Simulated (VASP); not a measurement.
# Cu (P2/m) in VASP: further runs

Runs on Cu. Level: LDA. Tasks: single point.

Program: VASP 6.6.1. These are calculated values, not measurements. Logs are shortened: lines on timing, memory, paths and dates and some standing lists are left out, and cuts for length are marked.

### Step 1. The cell of the first run

It takes space group P2/m (No. 10, monoclinic). Conventional cell: a = 11.570 Å, b = 2.238 Å, c = 22.224 Å, α = 90.00°, β = 101.93°, γ = 90.00°. Within 3.0 Å of Cu (site symmetry 2/m) lie 2 Cu at 2.24 Å.

### Step 2. Single point, LDA

Input file INCAR:

```
SYSTEM = Cu
PREC = Accurate ; ENCUT = 520
EDIFF = 1E-6 ; ISMEAR = 1
SIGMA = 0.25 ; LREAL = .False.
LASPH = .True. ; NELM = 80
ALGO = Normal ; ISIF = 2
LWAVE = .False. ; LCHARG = .False.
NBANDS = 12
```

Input file KPOINTS:

```
regular mesh
0
Gamma
  3 13 2
  0 0 0
```

Input file POSCAR:

```
Cu
1.0
   11.5702539500      0.0000000000      0.0000000000
    0.0000000000      2.2382121000      0.0000000000
   -4.5956239400      0.0000000000     21.7433883500
Cu
1
Direct
    0.5000000000      0.5000000000      0.5000000000
```

Potentials or basis: VASP PAW LDA potentials, release 64 (Cu).

Command:

```sh
$ cat potpaw_LDA.64/Cu/POTCAR > POTCAR
$ mpirun -np 1 vasp_std > vasp.out
```

OUTCAR:

```text
SYSTEM = Cu
   PREC = Accurate
   ENCUT = 520
   EDIFF = 1E-6
   ISMEAR = 1
   LREAL = .False.
   LASPH = .True.
   NELM = 80
   ISIF = 2

 ion  position               nearest neighbor table
   1  0.500  0.500  0.500-

  LATTYP: Found a simple monoclinic cell.
 ALAT       =    11.5702539500
 B/A-ratio  =     0.1934453738
 C/A-ratio  =     1.9207652505
 COS(beta)  =    -0.2067889375

  Lattice vectors:

 A1 = (  11.5702539500,   0.0000000000,   0.0000000000)
 A2 = (   0.0000000000,   2.2382121000,   0.0000000000)
 A3 = (  -4.5956239400,   0.0000000000,  21.7433883500)

Analysis of symmetry for initial positions (statically):
=====================================================================
 Subroutine PRICEL returns:
 Original cell was already a primitive cell.

 Routine SETGRP: Setting up the symmetry group for a
 simple monoclinic supercell.

 Subroutine GETGRP returns: Found  4 space group operations
 (whereof  4 operations were pure point group operations)
 out of a pool of  4 trial point group operations.

The static configuration has the point symmetry C_2h.

Analysis of symmetry for dynamics (positions and initial velocities):
=====================================================================
 Subroutine PRICEL returns:
 Original cell was already a primitive cell.

 Routine SETGRP: Setting up the symmetry group for a
 simple monoclinic supercell.

 Subroutine GETGRP returns: Found  4 space group operations
 (whereof  4 operations were pure point group operations)
 out of a pool of  4 trial point group operations.

The dynamic configuration has the point symmetry C_2h.

 Subroutine INISYM returns: Found  4 space group operations
 (whereof  4 operations are pure point group operations),
 and found     1 'primitive' translations

----------------------------------------------------------------------------------------

                                     Primitive cell

  volume of cell :     563.0816

  direct lattice vectors                    reciprocal lattice vectors
    11.570253950  0.000000000  0.000000000     0.086428526  0.000000000  0.018267300
     0.000000000  2.238212100  0.000000000     0.000000000  0.446785182  0.000000000
    -4.595623940  0.000000000 21.743388350     0.000000000  0.000000000  0.045990992

  length of vectors
    11.570253950  2.238212100 22.223741727     0.088337899  0.446785182  0.045990992

  position of ions in fractional coordinates (direct lattice)
     0.500000000  0.500000000  0.500000000

  ion indices of the primitive-cell ions
   primitive index   ion index
                 1           1

----------------------------------------------------------------------------------------

 KPOINTS: regular mesh

Automatic generation of k-mesh.
 Grid dimensions read from file:
 generate k-points for:    3   13    2

 Generating k-lattice:

  Cartesian coordinates                     Fractional coordinates (reciprocal lattice)
     0.028809509  0.000000000  0.006089100     0.333333333  0.000000000  0.000000000
     0.000000000  0.034368091  0.000000000     0.000000000  0.076923077  0.000000000
     0.000000000  0.000000000  0.022995496     0.000000000  0.000000000  0.500000000

  Length of vectors
     0.029445966  0.034368091  0.022995496

  Shift w.r.t. Gamma in fractional coordinates (k-lattice)
     0.000000000  0.000000000  0.000000000

 Subroutine IBZKPT returns following result:
 ===========================================

 Found     28 irreducible k-points:

 Following reciprocal coordinates:
            Coordinates               Weight
  0.000000  0.000000  0.000000      1.000000
  0.333333  0.000000  0.000000      2.000000
  0.000000  0.076923  0.000000      2.000000
  0.333333  0.076923  0.000000      4.000000
  0.000000  0.153846  0.000000      2.000000
  0.333333  0.153846  0.000000      4.000000
[... 16 lines left out ...]
  0.000000  0.307692  0.500000      2.000000
  0.333333  0.307692  0.500000      4.000000
 [... further k-points ...]
   k-points           NKPTS =     28   k-points in BZ     NKDIM =     28   number of bands    NBANDS=     12
   number of dos      NEDOS =    301   number of ions     NIONS =      1
   total plane-waves  NPLWV = 272160
   dimension x,y,z NGX =    90 NGY =   18 NGZ =  168
   dimension x,y,z NGXF=   180 NGYF=   36 NGZF=  336
   ions per type =               1
   NGX,Y,Z   is equivalent  to a cutoff of  12.93, 13.37, 12.57 a.u.
   NGXF,Y,Z  is equivalent  to a cutoff of  25.86, 26.74, 25.13 a.u.
 SYSTEM =  Cu
   PREC   = accura    normal or accurate (medium, high low for compatibility)
   ISTART =      0    job   : 0-new  1-cont  2-samecut
   ICHARG =      2    charge: 1-file 2-atom 10-const
   ISPIN  =      1    spin polarized calculation?
   LNONCOLLINEAR =      F non collinear calculations
   LSORBIT =      F    spin-orbit coupling
   LASPH  =      T    aspherical Exc in radial PAW
   ENCUT  =  520.0 eV  38.22 Ry    6.18 a.u.  21.51  4.16 41.32*2*pi/ulx,y,z
   NELM   =     80;   NELMIN=  2; NELMDL= -5     # of ELM steps
   EDIFF  = 0.1E-05   stopping-criterion for ELM
   LREAL  =      F    real-space projection
   EDIFFG = 0.1E-04   stopping-criterion for IOM
   NSW    =      0    number of steps for IOM
   IBRION =     -1    ionic relax: 0-MD 1-quasi-New 2-CG
   NFREE  =      0    steps in history (QN), initial steepest desc. (CG)
   ISIF   =      2    stress and relaxation
   ISYM   =      2    0-nonsym 1-usesym 2-fastsym
   POTIM  = 0.5000    time-step for ionic-motion
   TEBEG  =    0.0;   TEEND  =   0.0 temperature during run
   PSTRESS=    0.0 pullay stress
   NELECT =      11.0000    total number of electrons
   NUPDOWN=      -1.0000    fix difference up-down
   EMIN   =  10.00;   EMAX   =-10.00  energy-range for DOS
   EFERMI =   0.00;   METHOD = LEGACY
   ISMEAR =     1;   SIGMA  =   0.25  broadening in eV -4-tet -1-fermi 0-gaus
   EFERMI_NEDOS =   21; number of points for ismear=-14 and -15
   IALGO  =     38    algorithm
   IMIX   =      4    mixing-type and parameters
     AMIX     =   0.40;   BMIX     =  1.00
     AMIX_MAG =   1.60;   BMIX_MAG =  1.00
  volume/ion in A,a.u.               =     563.08      3799.86
  Fermi-wavevector in a.u.,A,eV,Ry     =   0.440909  0.833197  2.644978  0.194400
  Thomas-Fermi vector in A             =   1.415886
   LORBIT       =      0    0 simple, 1 ext, 2 COOP (PROOUT), +10 PAW based schemes
   GGA     = CA    functional components
   LHFCALC =     F    Hartree Fock is set to
   AEXX    =    0.0000 exact exchange contribution
   IVDW    =     0    specifies the selected vdW correction
   LEPSILON=     F    determine dielectric tensor
   LRPA    =     F    only Hartree local field effects (RPA)
 non-spin polarized calculation
 Methfessel and Paxton  Order N= 1 SIGMA  =   0.25
  energy-cutoff  :      520.00
  volume of cell :      563.08
 maximum number of plane-waves:     15238
 NGX is ok and might be reduce to    90
   NGX = 43   NGY =  9   NGZ = 83

 number of electron      11.0000002 magnetization

 Free energy of the ion-electron system (eV)
  ---------------------------------------------------
  ext. energy  EPLUGINS =         0.00000000
  ---------------------------------------------------
  free energy    TOTEN  =        -2.12918658 eV

  energy without entropy =       -2.13866558  energy(sigma->0) =       -2.13234624

 E-fermi :  -5.3912     XC(G=0):  -0.7565

 val. band max:       -5.4581311898   @ k =   0.0000   0.0000   0.0000
 cond. band min:      -4.7377102198   @ k =   0.0000   0.3077   0.0000
 fundamental gap:      0.7204209700
 Fermi energy:        -5.3911570165

 k-point     1 :       0.0000    0.0000    0.0000
  band No.  band energies     occupation
      1      -8.9357      2.00000
      2      -6.5068      2.00000
      3      -6.3113      2.00000
      4      -6.3113      2.00000
      5      -5.4581      1.43590
      6      -5.4581      1.43589
      7      -2.3514     -0.00000
      8      -2.3462     -0.00000
      9       0.0323      0.00000
     10       0.4355      0.00000
     11       0.5260      0.00000
     12       0.9644      0.00000

 k-point     2 :       0.3333    0.0000    0.0000
  band No.  band energies     occupation
      1      -8.9357      2.00000
      2      -6.5068      2.00000
      3      -6.3113      2.00000
      4      -6.3113      2.00000
      5      -5.4581      1.43590
      6      -5.4581      1.43590
      7      -2.3534     -0.00000
      8      -2.3507     -0.00000
      9       0.2037      0.00000
     10       0.5196      0.00000
     11       0.6605      0.00000
     12       0.6832      0.00000

 k-point     3 :       0.0000    0.0769    0.0000
  band No.  band energies     occupation
      1      -8.7199      2.00000
      2      -6.4187      2.00000
      3      -6.2870      2.00000
      4      -6.2870      2.00000
      5      -5.6217      2.03011
      6      -5.6217      2.03010
      7      -2.0903     -0.00000
      8      -2.0846     -0.00000
      9       0.2066      0.00000
     10       0.6121      0.00000
     11       0.7073      0.00000
     12       1.1398      0.00000
[... 286 lines left out ...]
 k-point    23 :       0.0000    0.3077    0.5000
  band No.  band energies     occupation
      1      -6.8375      2.00000
      2      -6.8374      2.00000
      3      -6.2819      2.00001
      4      -6.0242      2.00200
      5      -6.0242      2.00200
      6      -4.7377     -0.00137
      7       0.9709      0.00000
      8       0.9805      0.00000
      9       2.8346      0.00000
     10       3.1479      0.00000
     11       3.5735      0.00000
     12       3.8071      0.00000

 k-point    24 :       0.3333    0.3077    0.5000
  band No.  band energies     occupation
      1      -6.8375      2.00000
      2      -6.8375      2.00000
      3      -6.2819      2.00001
      4      -6.0242      2.00200
      5      -6.0242      2.00200
      6      -4.7377     -0.00137
      7       0.9673      0.00000
      8       0.9723      0.00000
      9       3.0063      0.00000
     10       3.2697      0.00000
     11       3.5238      0.00000
     12       3.6119      0.00000

 [... further k-points ...]

------------------------ aborting loop because EDIFF is reached ----------------------------------------

  FORCE on cell =-STRESS in cart. coord.  units (eV):
  Direction    XX          YY          ZZ          XY          YZ          ZX
  --------------------------------------------------------------------------------------
  -------------------------------------------------------------------------------------
  Total       -0.0070956     -0.4186445     -0.0044455      0.0000000      0.0000000     -0.0004827
  in kB       -0.0201896     -1.1912000     -0.0126490      0.0000000      0.0000000     -0.0013735
  external PRESSURE =      -0.4080129 kB  Pullay stress =       0.0000000 kB

 VOLUME and BASIS-vectors are now :
 -----------------------------------------------------------------------------
  energy-cutoff  :      520.00
  volume of cell :      563.08
      direct lattice vectors                 reciprocal lattice vectors
    11.570253950  0.000000000  0.000000000     0.086428526  0.000000000  0.018267300
     0.000000000  2.238212100  0.000000000     0.000000000  0.446785182  0.000000000
    -4.595623940  0.000000000 21.743388350     0.000000000  0.000000000  0.045990992

 POSITION                                       TOTAL-FORCE (eV/Angst)
 -----------------------------------------------------------------------------------
      3.48732      1.11911     10.87169         0.000000      0.000000      0.000000
 -----------------------------------------------------------------------------------
    total drift:                                0.000000     -0.000000     -0.000000

  FREE ENERGIE OF THE ION-ELECTRON SYSTEM (eV)
  ---------------------------------------------------
  free  energy   TOTEN  =        -2.1291865798 eV

  energy  without entropy=       -2.1386655753  energy(sigma->0) =       -2.13234624
```

Wall time 2.2 min (1 thread of AMD EPYC 9R45 (Zen 5), shared host); peak memory 0.49 GiB.

Results:

| Property | Result |
| --- | --- |
| Free energy | -2.1292 eV |
| Pressure | 0.0 GPa |
| Band gap on the k mesh | zero (an odd number of electrons rules out a gap without spin polarisation) |

Stress tensor (GPa, compression positive):
```
 0.00  0.00  0.00
 0.00 -0.12  0.00
 0.00  0.00  0.00
```

### Step 3. Single point, LDA

Input file INCAR:

```
PREC = Accurate
ENCUT = 520
EDIFF = 1E-7
ISMEAR = 1
SIGMA = 0.15
LREAL = False
LASPH = True
NELM = 80
ALGO = Normal
ISIF = 2
LWAVE = False
LCHARG = True
LELF = True
LVHAR = True
NBANDS = 12
```

Input file KPOINTS:

```
regular mesh
0
Gamma
  3 13 2
```

POSCAR is that of step 2.

Potentials or basis: VASP PAW LDA potentials, release 64 (Cu).

Command:

```sh
$ cat potpaw_LDA.64/Cu/POTCAR > POTCAR
$ mpirun -np 1 vasp_std > vasp.out
```

OUTCAR:

```text
PREC = Accurate
   ENCUT = 520
   EDIFF = 1E-7
   ISMEAR = 1
   LREAL = False
   LASPH = True
   NELM = 80
   ISIF = 2

 ion  position               nearest neighbor table
   1  0.500  0.500  0.500-

  LATTYP: Found a simple monoclinic cell.
 ALAT       =    11.5702539500
 B/A-ratio  =     0.1934453738
 C/A-ratio  =     1.9207652505
 COS(beta)  =    -0.2067889375

  Lattice vectors:

 A1 = (  11.5702539500,   0.0000000000,   0.0000000000)
 A2 = (   0.0000000000,   2.2382121000,   0.0000000000)
[... 540 lines left out ...]
     12       3.6119      0.00000

 [... further k-points ...]

------------------------ aborting loop because EDIFF is reached ----------------------------------------

  FORCE on cell =-STRESS in cart. coord.  units (eV):
  Direction    XX          YY          ZZ          XY          YZ          ZX
  --------------------------------------------------------------------------------------
  -------------------------------------------------------------------------------------
  Total       -0.0083210     -0.3931929     -0.0056763      0.0000000      0.0000000     -0.0004816
  in kB       -0.0236764     -1.1187805     -0.0161511      0.0000000      0.0000000     -0.0013704
  external PRESSURE =      -0.3862027 kB  Pullay stress =       0.0000000 kB

 VOLUME and BASIS-vectors are now :
 -----------------------------------------------------------------------------
  energy-cutoff  :      520.00
  volume of cell :      563.08
      direct lattice vectors                 reciprocal lattice vectors
    11.570253950  0.000000000  0.000000000     0.086428526  0.000000000  0.018267300
     0.000000000  2.238212100  0.000000000     0.000000000  0.446785182  0.000000000
    -4.595623940  0.000000000 21.743388350     0.000000000  0.000000000  0.045990992

 POSITION                                       TOTAL-FORCE (eV/Angst)
 -----------------------------------------------------------------------------------
      3.48732      1.11911     10.87169         0.000000      0.000000      0.000000
 -----------------------------------------------------------------------------------
    total drift:                                0.000000     -0.000000     -0.000000

  FREE ENERGIE OF THE ION-ELECTRON SYSTEM (eV)
  ---------------------------------------------------
  free  energy   TOTEN  =        -2.1317758398 eV

  energy  without entropy=       -2.1341814687  energy(sigma->0) =       -2.13257772
```

OSZICAR:

```text
N       E                     dE             d eps       ncg     rms          rms(c)
DAV:   1     0.670372957842E+02    0.67037E+02   -0.28582E+03   672   0.550E+02
DAV:   2     0.436555367269E+00   -0.66601E+02   -0.50190E+02   816   0.129E+02
DAV:   3    -0.220954798025E+01   -0.26461E+01   -0.25212E+01   980   0.267E+01
[... 14 lines left out ...]
DAV:  18    -0.213177181094E+01   -0.62298E-05   -0.26644E-07   808   0.283E-03    0.696E-04
DAV:  19    -0.213177490001E+01   -0.30891E-05   -0.17403E-07   772   0.501E-03    0.167E-04
DAV:  20    -0.213177548617E+01   -0.58617E-06   -0.13214E-08   840   0.535E-04    0.470E-05
DAV:  21    -0.213177576634E+01   -0.28016E-06   -0.65128E-09   792   0.530E-04    0.713E-05
DAV:  22    -0.213177583984E+01   -0.73505E-07   -0.61146E-10   812   0.232E-04
   1 F= -.21317758E+01 E0= -.21325777E+01  d E =0.240563E-02
```

Wall time 2.6 min (1 thread of AMD EPYC 9R45 (Zen 5), shared host); peak memory 0.49 GiB.

What came out:

| Quantity | Value |
| --- | --- |
| Free energy | -2.1318 eV |
| Pressure | 0.0 GPa |
| Band gap on the k mesh | zero (an odd number of electrons rules out a gap without spin polarisation) |

### Step 4. Single point, LDA

Input file INCAR:

```
PREC = Accurate ; ENCUT = 520
EDIFF = 1E-6 ; ISMEAR = 1
SIGMA = 0.1 ; LREAL = F
LASPH = T ; NELM = 100
ALGO = Normal ; ISIF = 2
LWAVE = F ; LCHARG = F
GGA = CA ; NBANDS = 12
```

KPOINTS is that of step 3.

POSCAR is that of step 3.

Command:

```sh
$ cat potpaw_LDA.64/Cu/POTCAR > POTCAR
$ mpirun -np 1 vasp_std > vasp.out
```

Run time: 2.4 min. Hardware: 1 thread of AMD EPYC 9R45 (Zen 5), shared host; peak memory 0.49 GiB.

The run converged. Its results:

```
Free energy            : -2.1320 eV
Pressure               : 0.0 GPa
Band gap on the k mesh : zero (an odd number of electrons rules out a gap without spin polarisation)
```

Stress tensor (GPa, compression positive):
```
 0.00  0.00  0.00
 0.00 -0.11  0.00
 0.00  0.00  0.00
```

Levels at points of the mesh, in eV from the Fermi level:
| k point | band 2 | band 3 | band 4 | band 5 | band 6 | band 7 | band 8 | band 9 | band 10 | band 11 |
| --- | --- | --- | --- | --- | --- | --- | --- | --- | --- | --- |
| (0.00, 0.00, 0.00) | -1.08 | -0.90 | -0.90 | -0.03 | -0.03 | 3.05 | 3.06 | 5.44 | 5.84 | 5.92 |
| (0.00, 0.00, 0.50) | -1.08 | -0.90 | -0.90 | -0.03 | -0.03 | 3.05 | 3.06 | 5.46 | 5.69 | 6.15 |

### Step 5. Single point, LDA

Input file INCAR:

```
PREC     = Accurate       # precision mode
ENCUT    = 520            # plane-wave cutoff, eV
EDIFF    = 1E-6           # SCF threshold, eV
ISMEAR   = 1              # smearing method
SIGMA    = 0.05           # smearing width, eV
LREAL    = F              # projectors in reciprocal space
LASPH    = T              # aspherical terms in the spheres
NELM     = 60             # most SCF steps
ALGO     = Normal         # electronic algorithm
ISIF     = 2              # what is computed and relaxed
LWAVE    = F              # write WAVECAR
LCHARG   = T              # write CHGCAR
GGA      = CA             # functional
LELF     = T              # ELF
LVHAR    = T            
NBANDS   = 12             # bands
```

KPOINTS is that of step 4.

POSCAR is that of step 4.

Command:

```sh
$ cat potpaw_LDA.64/Cu/POTCAR > POTCAR
$ mpirun -np 1 vasp_std > vasp.out
```

Wall time 2.7 min (1 thread of AMD EPYC 9R45 (Zen 5), shared host); peak memory 0.49 GiB.

The run converged. Its results:

```
Free energy            : -2.1314 eV
Pressure               : 0.0 GPa
Band gap on the k mesh : zero (an odd number of electrons rules out a gap without spin polarisation)
```

Stress tensor (GPa, compression positive):
```
 0.00  0.00  0.00
 0.00 -0.10  0.00
 0.00  0.00  0.00
```

Levels at points of the mesh, in eV from the Fermi level:
```
           k point  band 3  band 4  band 5  band 6  band 7  band 8  band 9  band 10
(0.00, 0.00, 0.00)   -0.89   -0.89   -0.01   -0.01    3.07    3.07    5.45     5.85
(0.00, 0.00, 0.50)   -0.89   -0.89   -0.01   -0.01    3.07    3.07    5.47     5.71
```

### Step 6. Overview

| smearing | gap on the mesh (eV) | pressure (GPa) |
| --- | --- | --- |
| methfessel-paxton 0.25 eV | none | 0.0 |
| methfessel-paxton 0.15 eV | none | 0.0 |
| methfessel-paxton 0.1 eV | none | 0.0 |
| methfessel-paxton 0.05 eV | none | 0.0 |

Alike in all rows: task single point; level LDA; potentials or basis VASP PAW LDA potentials, release 64 (Cu); no spin polarisation; cell as given; k mesh 3 × 13 × 2; cutoff (eV) 520.

Total energies depend on the potentials used, so only differences within one code and one set of settings carry meaning.
